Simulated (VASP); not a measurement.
# Na (a cell with a defect) in VASP: single point with PBE

Aim: the single point of Na (a cell with a defect) with PBE.

Program: VASP 6.6.1. These are calculated values, not measurements. Logs are shortened: lines on timing, memory, paths and dates and some standing lists are left out, and cuts for length are marked.

### Step 1. The cell of the first run

The cell holds a defect, 19 atoms: a = 9.146 Å, b = 9.146 Å, c = 9.146 Å, α = 80.92°, β = 80.92°, γ = 80.92°.

### Step 2. Single point, PBE (atoms taken out, then relaxed in part)

INCAR

```
PREC     = Accurate       # precision mode
ENCUT    = 520            # plane-wave cutoff, eV
EDIFF    = 1E-7           # SCF threshold, eV
ISMEAR   = 0              # smearing method
SIGMA    = 0.1            # smearing width, eV
LREAL    = Auto         
LASPH    = True           # aspherical terms in the spheres
NELM     = 60             # most SCF steps
ALGO     = Fast           # electronic algorithm
ISIF     = 2              # what is computed and relaxed
LWAVE    = False          # write WAVECAR
LCHARG   = False          # write CHGCAR
GGA      = PE             # functional
NBANDS   = 82             # bands
```

KPOINTS

```
regular mesh
0
Gamma
  3 3 3
```

POSCAR

```
Na
1.0
   -6.2948720891     -6.2948720891      2.0982906964
   -6.2948720891      2.0982906964     -6.2948720891
    2.0982906964     -6.2948720891     -6.2948720891
Na
19
Direct
    0.4160653279      0.8940082218      0.8940082218
    0.8940082218      0.4160653279      0.8940082218
    0.8940082218      0.8940082218      0.4160653279
    0.6097445590      0.6097445590      0.6097445590
    0.1839346721      0.7059917782      0.7059917782
    0.7059917782      0.1839346721      0.7059917782
    0.3000000000      0.3000000000      0.8000000000
    0.7059917782      0.7059917782      0.1839346721
    0.3000000000      0.8000000000      0.3000000000
    0.8000000000      0.3000000000      0.3000000000
    0.4046015918      0.4046015918      0.4046015918
    0.0011655140      0.4962575975      0.4962575975
    0.4962575975      0.0011655140      0.4962575975
    0.1037424025      0.1037424025      0.5988344860
    0.4962575975      0.4962575975      0.0011655140
    0.1037424025      0.5988344860      0.1037424025
    0.5988344860      0.1037424025      0.1037424025
    0.1953984082      0.1953984082      0.1953984082
   -0.0097445590     -0.0097445590     -0.0097445590
```

Potentials or basis: VASP PAW PBE potentials, release 64 (Na_pv).

Launch:

```
$ cat potpaw_PBE.64/Na_pv/POTCAR > POTCAR
$ mpirun -np 1 vasp_std > vasp.out
```

OUTCAR:

```text
PREC = Accurate
   ENCUT = 520
   EDIFF = 1E-7
   ISMEAR = 0
   LREAL = Auto
   LASPH = True
   NELM = 60
   ISIF = 2
   GGA = PE

 ion  position               nearest neighbor table
   1  0.416  0.894  0.894-
   2  0.894  0.416  0.894-
   3  0.894  0.894  0.416-
   4  0.610  0.610  0.610-
   5  0.184  0.706  0.706-
   6  0.706  0.184  0.706-
[... 11 lines left out ...]
  18  0.195  0.195  0.195-
  19  0.990  0.990  0.990-

  LATTYP: Found a trigonal (rhomboedric) cell.
 ALAT       =     9.1462370996
 COS(alpha) =     0.1578947368

  Lattice vectors:

 A1 = (  -6.2948720891,  -6.2948720891,   2.0982906964)
 A2 = (  -6.2948720891,   2.0982906964,  -6.2948720891)
 A3 = (   2.0982906964,  -6.2948720891,  -6.2948720891)

Analysis of symmetry for initial positions (statically):
=====================================================================
 Subroutine PRICEL returns:
 Original cell was already a primitive cell.

 Routine SETGRP: Setting up the symmetry group for a
 trigonal (rhombohedral) supercell.

 Subroutine GETGRP returns: Found 12 space group operations
 (whereof  6 operations were pure point group operations)
 out of a pool of 12 trial point group operations.

The static configuration has the point symmetry C_3v.
 The point group associated with its full space group is D_3d.

Analysis of symmetry for dynamics (positions and initial velocities):
=====================================================================
 Subroutine PRICEL returns:
 Original cell was already a primitive cell.

 Routine SETGRP: Setting up the symmetry group for a
 trigonal (rhombohedral) supercell.

 Subroutine GETGRP returns: Found 12 space group operations
 (whereof  6 operations were pure point group operations)
 out of a pool of 12 trial point group operations.

The dynamic configuration has the point symmetry C_3v.
 The point group associated with its full space group is D_3d.

 Subroutine INISYM returns: Found 12 space group operations
 (whereof  6 operations are pure point group operations),
 and found     1 'primitive' translations

----------------------------------------------------------------------------------------

                                     Primitive cell

  volume of cell :     739.0723

  direct lattice vectors                    reciprocal lattice vectors
    -6.294872089 -6.294872089  2.098290696    -0.071486758 -0.071486758  0.047657839
    -6.294872089  2.098290696 -6.294872089    -0.071486758  0.047657839 -0.071486758
     2.098290696 -6.294872089 -6.294872089     0.047657839 -0.071486758 -0.071486758

  length of vectors
     9.146237100  9.146237100  9.146237100     0.111767539  0.111767539  0.111767539

  position of ions in fractional coordinates (direct lattice)
     0.416065328  0.894008222  0.894008222
     0.894008222  0.416065328  0.894008222
     0.894008222  0.894008222  0.416065328
     0.609744559  0.609744559  0.609744559
     0.183934672  0.705991778  0.705991778
     0.705991778  0.183934672  0.705991778
[... 11 lines left out ...]
     0.195398408  0.195398408  0.195398408
     0.990255441  0.990255441  0.990255441

  ion indices of the primitive-cell ions
   primitive index   ion index
                 1           1
                 2           2
                 3           3
                 4           4
                 5           5
                 6           6
[... 11 lines left out ...]
                18          18
                19          19

----------------------------------------------------------------------------------------

 KPOINTS: regular mesh

Automatic generation of k-mesh.
 Grid dimensions read from file:
 generate k-points for:    3    3    3

 Generating k-lattice:

  Cartesian coordinates                     Fractional coordinates (reciprocal lattice)
    -0.023828919 -0.023828919  0.015885946     0.333333333  0.000000000  0.000000000
    -0.023828919  0.015885946 -0.023828919     0.000000000  0.333333333  0.000000000
     0.015885946 -0.023828919 -0.023828919     0.000000000  0.000000000  0.333333333

  Length of vectors
     0.037255846  0.037255846  0.037255846

  Shift w.r.t. Gamma in fractional coordinates (k-lattice)
     0.000000000  0.000000000  0.000000000

 Subroutine IBZKPT returns following result:
 ===========================================

 Found      6 irreducible k-points:

 Following reciprocal coordinates:
            Coordinates               Weight
  0.000000  0.000000  0.000000      1.000000
  0.333333  0.000000  0.000000      6.000000
  0.333333  0.333333 -0.000000      6.000000
 -0.333333  0.333333  0.000000      6.000000
  0.333333  0.333333  0.333333      2.000000
 -0.333333  0.333333  0.333333      6.000000
   k-points           NKPTS =      6   k-points in BZ     NKDIM =      6   number of bands    NBANDS=     82
   number of dos      NEDOS =    301   number of ions     NIONS =     19
   total plane-waves  NPLWV = 343000
   dimension x,y,z NGX =    70 NGY =   70 NGZ =   70
   dimension x,y,z NGXF=   140 NGYF=  140 NGZF=  140
   ions per type =              19
   NGX,Y,Z   is equivalent  to a cutoff of  12.72, 12.72, 12.72 a.u.
   NGXF,Y,Z  is equivalent  to a cutoff of  25.45, 25.45, 25.45 a.u.
 SYSTEM =  unknown system
   PREC   = accura    normal or accurate (medium, high low for compatibility)
   ISTART =      0    job   : 0-new  1-cont  2-samecut
   ICHARG =      2    charge: 1-file 2-atom 10-const
   ISPIN  =      1    spin polarized calculation?
   LNONCOLLINEAR =      F non collinear calculations
   LSORBIT =      F    spin-orbit coupling
   LASPH  =      T    aspherical Exc in radial PAW
   ENCUT  =  520.0 eV  38.22 Ry    6.18 a.u.  17.01 17.01 17.01*2*pi/ulx,y,z
   NELM   =     60;   NELMIN=  2; NELMDL= -5     # of ELM steps
   EDIFF  = 0.1E-06   stopping-criterion for ELM
   LREAL  =      T    real-space projection
   EDIFFG = 0.1E-05   stopping-criterion for IOM
   NSW    =      0    number of steps for IOM
   IBRION =     -1    ionic relax: 0-MD 1-quasi-New 2-CG
   NFREE  =      0    steps in history (QN), initial steepest desc. (CG)
   ISIF   =      2    stress and relaxation
   ISYM   =      2    0-nonsym 1-usesym 2-fastsym
   POTIM  = 0.5000    time-step for ionic-motion
   TEBEG  =    0.0;   TEEND  =   0.0 temperature during run
   PSTRESS=    0.0 pullay stress
   NELECT =     133.0000    total number of electrons
   NUPDOWN=      -1.0000    fix difference up-down
   EMIN   =  10.00;   EMAX   =-10.00  energy-range for DOS
   EFERMI =   0.00;   METHOD = LEGACY
   ISMEAR =     0;   SIGMA  =   0.10  broadening in eV -4-tet -1-fermi 0-gaus
   EFERMI_NEDOS =   21; number of points for ismear=-14 and -15
   IALGO  =     68    algorithm
   IMIX   =      4    mixing-type and parameters
     AMIX     =   0.40;   BMIX     =  1.00
     AMIX_MAG =   1.60;   BMIX_MAG =  1.00
  volume/ion in A,a.u.               =      38.90       262.50
  Fermi-wavevector in a.u.,A,eV,Ry     =   0.924265  1.746607 11.622986  0.854265
  Thomas-Fermi vector in A             =   2.049992
   LORBIT       =      0    0 simple, 1 ext, 2 COOP (PROOUT), +10 PAW based schemes
   GGA     = PE    functional components
   LHFCALC =     F    Hartree Fock is set to
   AEXX    =    0.0000 exact exchange contribution
   IVDW    =     0    specifies the selected vdW correction
   LEPSILON=     F    determine dielectric tensor
   LRPA    =     F    only Hartree local field effects (RPA)
 non-spin polarized calculation
 RMM-DIIS sequential band-by-band and
 Gauss-broadening in eV      SIGMA  =   0.10
  energy-cutoff  :      520.00
  volume of cell :      739.07
 maximum number of plane-waves:     19933
 NGX is ok and might be reduce to    70
   NGX = 35   NGY = 35   NGZ = 35

 number of electron     132.9999976 magnetization

 Free energy of the ion-electron system (eV)
  ---------------------------------------------------
  ext. energy  EPLUGINS =         0.00000000
  ---------------------------------------------------
  free energy    TOTEN  =       -24.43292449 eV

  energy without entropy =      -24.35492213  energy(sigma->0) =      -24.39392331

 E-fermi :   0.2558     XC(G=0):  -6.3631

 val. band max:        0.2461424470   @ k =   0.0000   0.0000   0.0000
 cond. band min:       0.2647806001   @ k =   0.3333   0.3333  -0.0000
 fundamental gap:      0.0186381530
 Fermi energy:         0.2557923396

 k-point     1 :       0.0000    0.0000    0.0000
  band No.  band energies     occupation
      1     -24.8407      2.00000
      2     -24.8387      2.00000
      3     -24.8387      2.00000
      4     -24.8363      2.00000
      5     -24.8363      2.00000
      6     -24.8334      2.00000
[... 70 lines left out ...]
     77       1.4655      0.00000
     78       1.6601      0.00000

 k-point     2 :       0.3333    0.0000    0.0000
  band No.  band energies     occupation
      1     -24.8408      2.00000
      2     -24.8387      2.00000
      3     -24.8381      2.00000
      4     -24.8368      2.00000
      5     -24.8363      2.00000
      6     -24.8333      2.00000
[... 70 lines left out ...]
     77       1.8464      0.00000
     78       1.9576      0.00000

 k-point     3 :       0.3333    0.3333   -0.0000
  band No.  band energies     occupation
      1     -24.8409      2.00000
      2     -24.8384      2.00000
      3     -24.8382      2.00000
      4     -24.8368      2.00000
      5     -24.8366      2.00000
      6     -24.8332      2.00000
[... 70 lines left out ...]
     77       2.4579      0.00000
     78       2.5098      0.00000

 k-point     4 :      -0.3333    0.3333    0.0000
  band No.  band energies     occupation
      1     -24.8409      2.00000
      2     -24.8385      2.00000
      3     -24.8377      2.00000
      4     -24.8373      2.00000
      5     -24.8365      2.00000
      6     -24.8332      2.00000
[... 70 lines left out ...]
     77       2.1220      0.00000
     78       2.1928      0.00000

 k-point     5 :       0.3333    0.3333    0.3333
  band No.  band energies     occupation
      1     -24.8410      2.00000
      2     -24.8382      2.00000
      3     -24.8382      2.00000
      4     -24.8368      2.00000
      5     -24.8368      2.00000
      6     -24.8331      2.00000
[... 70 lines left out ...]
     77       2.3847      0.00000
     78       2.3853      0.00000

 k-point     6 :      -0.3333    0.3333    0.3333
  band No.  band energies     occupation
      1     -24.8410      2.00000
      2     -24.8381      2.00000
      3     -24.8377      2.00000
      4     -24.8373      2.00000
      5     -24.8368      2.00000
      6     -24.8331      2.00000
[... 70 lines left out ...]
     77       2.1581      0.00000
     78       2.2327      0.00000
 [bands above 78 left out]

------------------------ aborting loop because EDIFF is reached ----------------------------------------

  FORCE on cell =-STRESS in cart. coord.  units (eV):
  Direction    XX          YY          ZZ          XY          YZ          ZX
  --------------------------------------------------------------------------------------
  -------------------------------------------------------------------------------------
  Total       -0.6352488     -0.6352488     -0.6352488     -0.4334255     -0.4334255     -0.4334255
  in kB       -1.3771063     -1.3771063     -1.3771063     -0.9395894     -0.9395894     -0.9395894
  external PRESSURE =      -1.3771063 kB  Pullay stress =       0.0000000 kB

 VOLUME and BASIS-vectors are now :
 -----------------------------------------------------------------------------
  energy-cutoff  :      520.00
  volume of cell :      739.07
      direct lattice vectors                 reciprocal lattice vectors
    -6.294872089 -6.294872089  2.098290696    -0.071486758 -0.071486758  0.047657839
    -6.294872089  2.098290696 -6.294872089    -0.071486758  0.047657839 -0.071486758
     2.098290696 -6.294872089 -6.294872089     0.047657839 -0.071486758 -0.071486758

 POSITION                                       TOTAL-FORCE (eV/Angst)
 -----------------------------------------------------------------------------------
     -6.37086     -6.37086    -10.38231         0.001643      0.001643     -0.007627
     -6.37086    -10.38231     -6.37086         0.001643     -0.007627      0.001643
    -10.38231     -6.37086     -6.37086        -0.007627      0.001643      0.001643
     -6.39711     -6.39711     -6.39711         0.005043      0.005043      0.005043
     -4.12060     -4.12060     -8.50231        -0.001643     -0.001643      0.007627
     -4.12060     -8.50231     -4.12060        -0.001643      0.007627     -0.001643
[... 11 lines left out ...]
     -2.05001     -2.05001     -2.05001        -0.006747     -0.006747     -0.006747
    -10.38922    -10.38922    -10.38922        -0.005043     -0.005043     -0.005043
 -----------------------------------------------------------------------------------
    total drift:                               -0.000000     -0.000000     -0.000000

  FREE ENERGIE OF THE ION-ELECTRON SYSTEM (eV)
  ---------------------------------------------------
  free  energy   TOTEN  =       -24.4329244851 eV

  energy  without entropy=      -24.3549221261  energy(sigma->0) =      -24.39392331
```

Run time: 17 min. Hardware: 1 thread of Oxide Virtual Turin-like, shared host; peak memory 0.75 GiB.

What came out:

| Item | Value |
| --- | --- |
| Free energy | -24.4329 eV |
| Pressure | -0.1 GPa |
| Largest force | 0.021 eV/Å |
| Band gap on the k mesh | zero (an odd number of electrons rules out a gap without spin polarisation) |

Forces on the atoms (eV/Å):
```
Na   0.002  0.002 -0.008
Na   0.002 -0.008  0.002
Na  -0.008  0.002  0.002
Na   0.005  0.005  0.005
Na  -0.002 -0.002  0.008
Na  -0.002  0.008 -0.002
Na   0.000  0.000  0.000
Na   0.008 -0.002 -0.002
Na   0.000  0.000  0.000
Na   0.000  0.000  0.000
Na   0.007  0.007  0.007
Na  -0.004 -0.004  0.020
Na  -0.004  0.020 -0.004
Na  -0.020  0.004  0.004
Na   0.020 -0.004 -0.004
Na   0.004 -0.020  0.004
Na   0.004  0.004 -0.020
Na  -0.007 -0.007 -0.007
Na  -0.005 -0.005 -0.005
```

Levels at points of the mesh, in eV from the Fermi level:
```tsv
k point	band 63	band 64	band 65	band 66	band 67	band 68	band 69	band 70	band 71	band 72
(0.00, 0.00, 0.00)	-1.34	-1.18	-0.07	-0.07	-0.01	-0.01	0.05	0.17	0.70	0.83
```

Caveat: the cell differs from its parent crystal (atoms taken out, then relaxed in part).
